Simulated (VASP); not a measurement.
A run of VASP 6.6.1 is set up as follows.

INCAR

```
PREC = Accurate
ENCUT = 700
EDIFF = 1E-6
ISMEAR = -1
SIGMA = 0.05
LREAL = F
LASPH = T
NELM = 120
ALGO = Normal
ISIF = 2
LWAVE = F
LCHARG = F
GGA = PS
NBANDS = 28
GGA_COMPAT = F
```

File KPOINTS:

```
regular mesh
0
Gamma
  8 8 8
```

The input POSCAR:

```
HgF3
1.0
    0.0000000000      2.6883975176      2.6883975176
    2.6883975176      0.0000000000      2.6883975176
    2.6883975176      2.6883975176      0.0000000000
Hg F
1 3
Direct
    0.0000000000      0.0000000000      0.0000000000
    0.5000000000      0.5000000000      0.5000000000
    0.2500000000      0.2500000000      0.2500000000
    0.7500000000      0.7500000000      0.7500000000
```

Potentials or basis: VASP PAW PBE potentials, release 64 (Hg_sv_GW, F).

The run is started by

```console
$ cat potpaw_PBE.64/Hg_sv_GW/POTCAR potpaw_PBE.64/F/POTCAR > POTCAR
$ mpirun -np 1 vasp_std > vasp.out
```

(1) What does it give for the pressure?

(2) Estimate the band gap on the k mesh.

## Answers

(1) 19.4 GPa.

(2) zero (an odd number of electrons rules out a gap without spin polarisation).

Caveat: the cell stands under pressure; the PAW data sets were made with another functional, which shifts forces and pressure a little; spin-orbit coupling is left out, which moves the levels of the heavy elements; an odd number of electrons without spin polarisation forces a metal; a magnetic or distorted state may lie lower.
